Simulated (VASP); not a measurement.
# Mg2Ti2O3 (P6/mmm) in VASP: a series of runs, part 2 of 2

VASP 6.6.1. Earlier steps stand in the parts before.

### 3 Relaxation of cell and atoms, PBE, collinear spin

This run uses another cell than the first one, of 12.72 Å³/atom.

The input, INCAR:

```
SYSTEM = Mg2Ti2O3
ALGO = Normal
EDIFF = 1E-7
EDIFFG = -0.08
ENCUT = 600
GGA = PE
GGA_COMPAT = .FALSE.
IBRION = 2
ISIF = 3
ISMEAR = 0
ISPIN = 2
LASPH = .TRUE.
LCHARG = .FALSE.
LMAXMIX = 4
LORBIT = 11
LREAL = .FALSE.
LWAVE = .FALSE.
MAGMOM = 0 0 1 1 0 0 0
NELM = 200
NELMIN = 4
NSW = 36
PREC = Accurate
SIGMA = 0.2
```

The input, KPOINTS:

```
k-points
0
G
  4 4 3
  0 0 0
```

The input, POSCAR:

```
Mg2Ti2O3
1.0
    4.5088305300      0.0000000000      0.0000000000
   -2.2544152600      3.9047617800      0.0000000000
    0.0000000000      0.0000000000      5.0567931100
Mg Ti O
2 2 3
Direct
    0.3333333300      0.6666666700      0.5000000000
    0.6666666700      0.3333333300      0.5000000000
    0.0000000000      0.0000000000      0.3081256000
    0.0000000000      0.0000000000      0.6918744000
    0.5000000000      0.0000000000      0.5000000000
    0.0000000000      0.5000000000      0.5000000000
    0.5000000000      0.5000000000      0.5000000000
```

Potentials or basis: VASP PAW PBE potentials, release 64 (Mg, Ti_sv, O).

On the command line:

```console
> cat potpaw_PBE.64/Mg/POTCAR potpaw_PBE.64/Ti_sv/POTCAR potpaw_PBE.64/O/POTCAR > POTCAR
> mpirun -np 1 vasp_std > vasp.out
```

OUTCAR:

```text
SYSTEM = Mg2Ti2O3
   EDIFF = 1E-7
   EDIFFG = -0.08
   ENCUT = 600
   GGA = PE
   IBRION = 2
   ISIF = 3
   ISMEAR = 0
   ISPIN = 2
   LASPH = .TRUE.
   LORBIT = 11
   LREAL = .FALSE.
   NELM = 200
   NELMIN = 4
   NSW = 36
   PREC = Accurate

 ion  position               nearest neighbor table
   1  0.333  0.667  0.500-   5 1.30   6 1.30   7 1.30   2 2.60   2 2.60   2 2.60   3 2.78   4 2.78
                             4 2.78   3 2.78   3 2.78   4 2.78
   2  0.667  0.333  0.500-   5 1.30   6 1.30   7 1.30   1 2.60   1 2.60   1 2.60   3 2.78   4 2.78
                             4 2.78   3 2.78   3 2.78   4 2.78
   3  0.000  0.000  0.308-   4 1.94   2 2.78   1 2.78   1 2.78   2 2.78   2 2.78   1 2.78
   4  0.000  0.000  0.692-   3 1.94   2 2.78   1 2.78   1 2.78   2 2.78   2 2.78   1 2.78
   5  0.500  0.000  0.500-   1 1.30   2 1.30
   6  0.000  0.500  0.500-   1 1.30   2 1.30
   7  0.500  0.500  0.500-   1 1.30   2 1.30

[... 210 lines left out ...]
 E-fermi :   5.7754     XC(G=0):  -9.8961

 val. band max:        5.7293983607   @ k =   0.5000   0.0000   0.3333
 cond. band min:       5.7948017461   @ k =   0.2500   0.0000   0.3333
 fundamental gap:      0.0654033854
 Fermi energy:         5.7754386477
[... 1127 lines left out ...]
  FREE ENERGIE OF THE ION-ELECTRON SYSTEM (eV)
  ---------------------------------------------------
  free  energy   TOTEN  =       -32.3185018776 eV

  energy  without entropy=      -32.2642995851  energy(sigma->0) =      -32.29140073

[... ionic steps 4 to 9 ...]

--------------------------------------- Ionic step       10  -------------------------------------------

 number of electron      45.9999955 magnetization       0.0000731

------------------------ aborting loop because EDIFF is reached ----------------------------------------
[... 77 lines left out ...]
--------------------------------------- Ionic step       12  -------------------------------------------

 number of electron      45.9999951 magnetization       0.0011431

 Free energy of the ion-electron system (eV)
  ---------------------------------------------------
  ext. energy  EPLUGINS =         0.00000000
  ---------------------------------------------------
  free energy    TOTEN  =       -36.84448615 eV

  energy without entropy =      -36.77342757  energy(sigma->0) =      -36.80895686

 E-fermi :   1.1817     XC(G=0):  -7.6199

 val. band max:        1.1691084103   @ k =   0.2500   0.0000   0.0000
 cond. band min:       1.2891982629   @ k =   0.0000   0.0000   0.3333
 fundamental gap:      0.1200898526
 Fermi energy:         1.1817456336
[... 533 lines left out ...]
  FREE ENERGIE OF THE ION-ELECTRON SYSTEM (eV)
  ---------------------------------------------------
  free  energy   TOTEN  =       -36.8444861470 eV

  energy  without entropy=      -36.7734275738  energy(sigma->0) =      -36.80895686

 reached required accuracy - stopping structural energy minimisation

 total charge

# of ion       s       p       d       tot
------------------------------------------
    1        0.214   0.272   0.127   0.612
    2        0.214   0.272   0.127   0.612
    3        2.164   6.001   2.256  10.421
    4        2.164   6.001   2.256  10.421
    5        1.607   3.485   0.000   5.091
    6        1.607   3.485   0.000   5.091
    7        1.607   3.485   0.000   5.091
--------------------------------------------------
tot          9.576  23.000   4.764  37.341

 magnetization (x)

# of ion       s       p       d       tot
------------------------------------------
    1        0.000   0.000   0.000   0.000
    2        0.000   0.000   0.000   0.000
    3        0.000   0.000   0.000   0.000
    4        0.000   0.000   0.000   0.000
    5        0.000   0.000   0.000   0.000
    6        0.000   0.000   0.000   0.000
    7        0.000   0.000   0.000   0.000
--------------------------------------------------
tot          0.000   0.000   0.001   0.001
```

CONTCAR:

```text
Mg2Ti2O3
   1.00000000000000
     6.1290757338023232    0.0000000020586245    0.0000000000000000
    -3.0645378583215943    5.3079352854599815    0.0000000000000000
     0.0000000000000000    0.0000000000000000    4.8220062746398558
  Mg              Ti              O
     2     2     3
Direct
     0.3333333300000021    0.6666666699999979    0.5000000000000000
     0.6666666699999979    0.3333333300000021    0.5000000000000000
     0.0000000000000000    0.0000000000000000    0.2931808667180617
     0.0000000000000000    0.0000000000000000    0.7068191332819385
     0.5000000000000000    0.0000000000000000    0.5000000000000000
     0.0000000000000000    0.5000000000000000    0.5000000000000000
     0.5000000000000000    0.5000000000000000    0.5000000000000000

  0.00000000E+00  0.00000000E+00  0.00000000E+00
  0.00000000E+00  0.00000000E+00  0.00000000E+00
  0.00000000E+00  0.00000000E+00  0.00000000E+00
  0.00000000E+00  0.00000000E+00  0.00000000E+00
  0.00000000E+00  0.00000000E+00  0.00000000E+00
  0.00000000E+00  0.00000000E+00  0.00000000E+00
  0.00000000E+00  0.00000000E+00  0.00000000E+00
```

Wall time 23 min (1 thread of Oxide Virtual Turin-like, shared host); peak memory 0.25 GiB.

Results:

```yaml
Free_energy: -36.8445 eV
Relaxed_volume: 22.41 Å³/atom
Relaxed_cell: a = 6.129 Å, b = 6.129 Å, c = 4.822 Å, α = 90.00°, β = 90.00°, γ = 120.00°
Space_group_after_relaxing_to_0.1_Å: P6/mmm (No. 191)
Pressure_after_relaxing: -0.1 GPa
Largest_force_after_relaxing: 0.009 eV/Å
Band_gap_on_the_k_mesh: zero (filled and empty bands overlap)
Net_moment: 0.00 μB per cell
Valence_electrons_inside_the_program's_atomic_spheres: Mg 0.61; Ti 10.42; O 5.09
```

Forces in eV/Å, atoms in the order of the input:
```
Mg   0.000  0.000  0.000
Mg   0.000  0.000  0.000
Ti   0.000  0.000  0.009
Ti   0.000  0.000 -0.009
O    0.000  0.000  0.000
O    0.000  0.000  0.000
O    0.000  0.000  0.000
```

Final structure:
```
CELL_PARAMETERS angstrom
6.12908 0.00000 0.00000
-3.06454 5.30794 0.00000
0.00000 0.00000 4.82201
ATOMIC_POSITIONS crystal
Mg 0.33333 0.66667 0.50000
Mg 0.66667 0.33333 0.50000
Ti 0.00000 0.00000 0.29318
Ti 0.00000 0.00000 0.70682
O 0.50000 0.00000 0.50000
O 0.00000 0.50000 0.50000
O 0.50000 0.50000 0.50000
```

Caveat: the k points lie up to 0.43 Å⁻¹ apart in the final cell; the volume moved by over 15 % at a fixed basis, so the end points are rough; atoms lie so close that the PAW spheres overlap strongly, which falsifies energies and pressures.

### 4 Relaxation of cell and atoms, PBE, collinear spin

This run uses another cell than the first one, of 13.55 Å³/atom.

The input, INCAR:

```
  ALGO = Normal
  EDIFF = 1E-7
  EDIFFG = -0.08
  ENCUT = 600
  GGA = PE
  GGA_COMPAT = False
  IBRION = 2
  ISIF = 3
  ISMEAR = 0
  ISPIN = 2
  LASPH = True
  LCHARG = False
  LMAXMIX = 4
  LORBIT = 11
  LREAL = False
  LWAVE = False
  MAGMOM = 0 0 1 1 0 0 0
  NELM = 200
  NELMIN = 4
  NSW = 36
  PREC = Accurate
  SIGMA = 0.2
```

The input, KPOINTS:

```
k-points
0
Gamma
  4 4 3
```

The input, POSCAR:

```
Mg2Ti2O3
1.0
    4.2797359300      0.0000000000      0.0000000000
   -2.1398679700      3.7063600400      0.0000000000
    0.0000000000      0.0000000000      5.9784155700
Mg Ti O
2 2 3
Direct
    0.3333333300      0.6666666700      0.0000000000
    0.6666666700      0.3333333300      0.0000000000
    0.0000000000      0.0000000000      0.2439641400
    0.0000000000      0.0000000000      0.7560358600
    0.0000000000      0.0000000000      0.0000000000
    0.3333333300      0.6666666700      0.5000000000
    0.6666666700      0.3333333300      0.5000000000
```

Potentials or basis: VASP PAW PBE potentials, release 64 (Mg, Ti_sv, O).

On the command line:

```console
> cat potpaw_PBE.64/Mg/POTCAR potpaw_PBE.64/Ti_sv/POTCAR potpaw_PBE.64/O/POTCAR > POTCAR
> mpirun -np 1 vasp_std > vasp.out
```

OUTCAR:

```text
EDIFF = 1E-7
   EDIFFG = -0.08
   ENCUT = 600
   GGA = PE
   IBRION = 2
   ISIF = 3
   ISMEAR = 0
   ISPIN = 2
   LASPH = True
   LORBIT = 11
   LREAL = False
   NELM = 200
   NELMIN = 4
   NSW = 36
   PREC = Accurate

 ion  position               nearest neighbor table
   1  0.333  0.667  0.000-   2 2.47   5 2.47   2 2.47   5 2.47   5 2.47   2 2.47   4 2.87   3 2.87
                             3 2.87   4 2.87   3 2.87   4 2.87
   2  0.667  0.333  0.000-   1 2.47   5 2.47   1 2.47   5 2.47   5 2.47   1 2.47   4 2.87   3 2.87
                             4 2.87   3 2.87   4 2.87   3 2.87
   3  0.000  0.000  0.244-   5 1.46   2 2.87   1 2.87   2 2.87   1 2.87   2 2.87   1 2.87   4 2.92

   4  0.000  0.000  0.756-   5 1.46   2 2.87   1 2.87   2 2.87   1 2.87   2 2.87   1 2.87   3 2.92

   5  0.000  0.000  0.000-   3 1.46   4 1.46   1 2.47   2 2.47   2 2.47   1 2.47   2 2.47   1 2.47

   6  0.333  0.667  0.500-
   7  0.667  0.333  0.500-

  LATTYP: Found a hexagonal cell.
 ALAT       =     4.2797359300
 C/A-ratio  =     1.3969122553

  Lattice vectors:

 A1 = (   4.2797359300,   0.0000000000,   0.0000000000)
 A2 = (  -2.1398679700,   3.7063600400,   0.0000000000)
 A3 = (   0.0000000000,   0.0000000000,   5.9784155700)

Analysis of symmetry for initial positions (statically):
=====================================================================
 Subroutine PRICEL returns:
 Original cell was already a primitive cell.

 Routine SETGRP: Setting up the symmetry group for a
 hexagonal supercell.

 Subroutine GETGRP returns: Found 24 space group operations
 (whereof 24 operations were pure point group operations)
 out of a pool of 24 trial point group operations.

The static configuration has the point symmetry D_6h.

Analysis of symmetry for dynamics (positions and initial velocities):
=====================================================================
 Subroutine PRICEL returns:
 Original cell was already a primitive cell.

 Routine SETGRP: Setting up the symmetry group for a
 hexagonal supercell.

 Subroutine GETGRP returns: Found 24 space group operations
 (whereof 24 operations were pure point group operations)
 out of a pool of 24 trial point group operations.

The dynamic configuration has the point symmetry D_6h.

Analysis of structural, dynamic, and magnetic symmetry:
=====================================================================
 Subroutine PRICEL returns:
 Original cell was already a primitive cell.

 Routine SETGRP: Setting up the symmetry group for a
 hexagonal supercell.

 Subroutine GETGRP returns: Found 24 space group operations
 (whereof 24 operations were pure point group operations)
 out of a pool of 24 trial point group operations.

The overall configuration has the point symmetry D_6h.

 Subroutine INISYM returns: Found 24 space group operations
 (whereof 24 operations are pure point group operations),
 and found     1 'primitive' translations

----------------------------------------------------------------------------------------

                                     Primitive cell

  volume of cell :      94.8311

  direct lattice vectors                    reciprocal lattice vectors
     4.279735930  0.000000000  0.000000000     0.233659276  0.134903246  0.000000000
    -2.139867970  3.706360040  0.000000000     0.000000000  0.269806492  0.000000000
     0.000000000  0.000000000  5.978415570     0.000000000  0.000000000  0.167268399
[... 91 lines left out ...]
   EFERMI =   0.00;   METHOD = LEGACY
   ISMEAR =     0;   SIGMA  =   0.20  broadening in eV -4-tet -1-fermi 0-gaus
   EFERMI_NEDOS =   21; number of points for ismear=-14 and -15
   IALGO  =     38    algorithm
   IMIX   =      4    mixing-type and parameters
     AMIX     =   0.40;   BMIX     =  1.00
     AMIX_MAG =   1.60;   BMIX_MAG =  1.00
  volume/ion in A,a.u.               =      13.55        91.42
  Fermi-wavevector in a.u.,A,eV,Ry     =   1.286305  2.430764 22.511927  1.654580
  Thomas-Fermi vector in A             =   2.418387
   LORBIT       =     11    0 simple, 1 ext, 2 COOP (PROOUT), +10 PAW based schemes
   GGA     = PE    functional components
   LHFCALC =     F    Hartree Fock is set to
   AEXX    =    0.0000 exact exchange contribution
   IVDW    =     0    specifies the selected vdW correction
   LEPSILON=     F    determine dielectric tensor
   LRPA    =     F    only Hartree local field effects (RPA)
 conjugate gradient relaxation of ions
 spin polarized calculation
 Gauss-broadening in eV      SIGMA  =   0.20
  energy-cutoff  :      600.00
  volume of cell :       94.83
 maximum number of plane-waves:      3204
 NGX is ok and might be reduce to    36
   NGX = 17   NGY = 17   NGZ = 23

--------------------------------------- Ionic step        1  -------------------------------------------

 number of electron      46.0000011 magnetization      -0.0002072

 number of electron      46.0000011 magnetization       0.0001659

 Free energy of the ion-electron system (eV)
  ---------------------------------------------------
  ext. energy  EPLUGINS =         0.00000000
  ---------------------------------------------------
  free energy    TOTEN  =       -26.05766717 eV

  energy without entropy =      -25.90829743  energy(sigma->0) =      -25.98298230

------------------------ aborting loop because EDIFF is reached ----------------------------------------

  FORCE on cell =-STRESS in cart. coord.  units (eV):
  Direction    XX          YY          ZZ          XY          YZ          ZX
  --------------------------------------------------------------------------------------
  -------------------------------------------------------------------------------------
  Total        9.5650948      9.5650948     57.5001542     -0.0000000      0.0000000      0.0000000
  in kB      161.6029125    161.6029127    971.4689261     -0.0000002      0.0000000      0.0000000
  external PRESSURE =     431.5582504 kB  Pullay stress =       0.0000000 kB
[... 108 lines left out ...]
  FREE ENERGIE OF THE ION-ELECTRON SYSTEM (eV)
  ---------------------------------------------------
  free  energy   TOTEN  =       -34.7079982155 eV

  energy  without entropy=      -34.5644675606  energy(sigma->0) =      -34.63623289

 E-fermi :   2.5272     XC(G=0):  -8.9244

 val. band max:        2.4175316152   @ k =   0.2500   0.2500   0.3333
 cond. band min:       3.2972227479   @ k =   0.5000  -0.0000   0.0000
 fundamental gap:      0.8796911327
 Fermi energy:         2.5271623965

 spin component 1

 k-point     1 :       0.0000    0.0000    0.0000
  band No.  band energies     occupation
      1     -58.4101      1.00000
      2     -49.5530      1.00000
      3     -33.9996      1.00000
      4     -31.2632      1.00000
      5     -31.2632      1.00000
      6     -27.0858      1.00000
[... 488 lines left out ...]
     27       4.0585      0.00000
     28       4.7861      0.00000

[... ionic steps 4 to 23 ...]

--------------------------------------- Ionic step       24  -------------------------------------------

 number of electron      46.0000018 magnetization       0.0000791

 number of electron      46.0000018 magnetization      -0.0002202
[... 79 lines left out ...]
--------------------------------------- Ionic step       26  -------------------------------------------

 number of electron      46.0000009 magnetization      -0.0000079

 Free energy of the ion-electron system (eV)
  ---------------------------------------------------
  ext. energy  EPLUGINS =         0.00000000
  ---------------------------------------------------
  free energy    TOTEN  =       -35.53465100 eV

  energy without entropy =      -35.43354648  energy(sigma->0) =      -35.48409874

 E-fermi :   6.0692     XC(G=0): -10.5681

 val. band max:        6.0330266996   @ k =   0.2500  -0.0000   0.3333
 cond. band min:       6.1880519420   @ k =   0.2500   0.2500   0.3333
 fundamental gap:      0.1550252424
 Fermi energy:         6.0692178510

 spin component 1

 k-point     1 :       0.0000    0.0000    0.0000
  band No.  band energies     occupation
      1     -51.7048      1.00000
      2     -51.4092      1.00000
      3     -28.2600      1.00000
      4     -28.0207      1.00000
      5     -28.0207      1.00000
      6     -27.8263      1.00000
[... 522 lines left out ...]
  FREE ENERGIE OF THE ION-ELECTRON SYSTEM (eV)
  ---------------------------------------------------
  free  energy   TOTEN  =       -35.5346509953 eV

  energy  without entropy=      -35.4335464845  energy(sigma->0) =      -35.48409874

 reached required accuracy - stopping structural energy minimisation

 total charge

# of ion       s       p       d       tot
------------------------------------------
    1        0.261   0.186   0.042   0.489
    2        0.261   0.186   0.042   0.489
    3        2.123   6.058   1.915  10.096
    4        2.123   6.058   1.915  10.096
    5        1.609   3.385   0.000   4.994
    6        1.599   3.247   0.000   4.847
    7        1.599   3.247   0.000   4.847
--------------------------------------------------
tot          9.575  22.368   3.915  35.857

 magnetization (x)

# of ion       s       p       d       tot
------------------------------------------
    1        0.000  -0.000  -0.000  -0.000
    2        0.000  -0.000  -0.000  -0.000
    3       -0.000  -0.000  -0.000  -0.000
    4       -0.000  -0.000  -0.000  -0.000
    5        0.000  -0.000   0.000  -0.000
    6       -0.000   0.000   0.000   0.000
    7       -0.000   0.000   0.000   0.000
--------------------------------------------------
tot         -0.000  -0.000  -0.000  -0.000
```

Wall time 46 min (1 thread of Oxide Virtual Turin-like, shared host); peak memory 0.28 GiB.

What came out:

```
Free energy                                           : -35.5347 eV
Relaxed volume                                        : 13.39 Å³/atom
Relaxed cell                                          : a = 3.823 Å, b = 3.823 Å, c = 7.408 Å, α = 90.00°, β = 90.00°, γ = 120.00°
Space group after relaxing (to 0.1 Å)                 : P6/mmm (No. 191)
Pressure after relaxing                               : 0.1 GPa
Largest force after relaxing                          : 0.023 eV/Å
Band gap on the k mesh                                : zero (filled and empty bands overlap)
Net moment                                            : 0.00 μB per cell
Valence electrons inside the program's atomic spheres : Mg 0.49; Ti 10.10; O 4.99, 4.85 (each value once)
```

Forces in eV/Å, atoms in the order of the input:
```
Mg   0.000  0.000  0.000
Mg   0.000  0.000  0.000
Ti   0.000  0.000  0.023
Ti   0.000  0.000 -0.023
O    0.000  0.000  0.000
O    0.000  0.000  0.000
O    0.000  0.000  0.000
```

Final structure:
```
CELL_PARAMETERS angstrom
3.82289 0.00000 0.00000
-1.91145 3.31072 0.00000
0.00000 0.00000 7.40831
ATOMIC_POSITIONS crystal
Mg 0.33333 0.66667 0.00000
Mg 0.66667 0.33333 0.00000
Ti 0.00000 0.00000 0.34903
Ti 0.00000 0.00000 0.65097
O 0.00000 0.00000 0.00000
O 0.33333 0.66667 0.50000
O 0.66667 0.33333 0.50000
```

Levels at points of the mesh, in eV from the Fermi level:
Spin up:
```
           k point  band 20  band 21  band 22  band 23  band 24  band 25  band 26  band 27
(0.00, 0.00, 0.00)    -2.81    -1.94    -0.70     0.53     0.53     0.54     1.38     1.38
(0.50, 0.00, 0.00)    -1.45    -1.10    -0.75    -0.65    -0.55     0.55     1.09     1.31
```
Spin down:
```
           k point  band 21  band 22  band 23  band 24  band 25  band 26
(0.00, 0.00, 0.00)    -1.94    -0.70     0.53     0.53     0.54     1.38
(0.50, 0.00, 0.00)    -1.10    -0.75    -0.65    -0.55     0.55     1.09
```

Caveat: the k points lie up to 0.47 Å⁻¹ apart in the final cell, too coarse for converged energies and pressures of a metal; a cell axis changed by over 15 % at a fixed basis, so the end point is rough.

### 5 The runs side by side

| task | cell | k mesh | gap on the mesh (eV) | pressure (GPa) | moment (μB) | relaxed volume (Å³/atom) | largest force (eV/Å) |
| --- | --- | --- | --- | --- | --- | --- | --- |
| single point | a = 6.276, b = 6.276, c = 4.520 Å, angles 90.0, 90.0, 120.0°, 7 atoms, atomic positions A | 4 × 4 × 4 | none | -0.1 | 1.14 | - | - |
| relaxation of cell and atoms | relaxed from a = 4.509, b = 4.509, c = 5.057 Å, angles 90.0, 90.0, 120.0°, 7 atoms, atomic positions B | 4 × 4 × 3 | none | -0.1 | 0.00 | 22.41 | 0.01 |
| relaxation of cell and atoms | relaxed from a = 4.280, b = 4.280, c = 5.978 Å, angles 90.0, 90.0, 120.0°, 7 atoms, atomic positions C | 4 × 4 × 3 | none | 0.1 | 0.00 | 13.39 | 0.02 |

Alike in all rows: level PBE; potentials or basis VASP PAW PBE potentials, release 64 (Mg, Ti_sv, O); spin collinear; cutoff (eV) 600; smearing gaussian 0.2 eV.

Caveats: some runs use coarse meshes; a moment this small can come from the mesh or the smearing (at least some runs); the volume moved by over 15 % at a fixed basis, so the end points are rough (at least some runs); atoms lie so close that the PAW spheres overlap strongly, which falsifies energies and pressures (at least some runs); a cell axis changed by over 15 % at a fixed basis, so the end point is rough (at least some runs).

Absolute energies hang on the potentials; compare differences alone.

The gap in the log of VASP goes by the Fermi energy; the results here count the filled bands.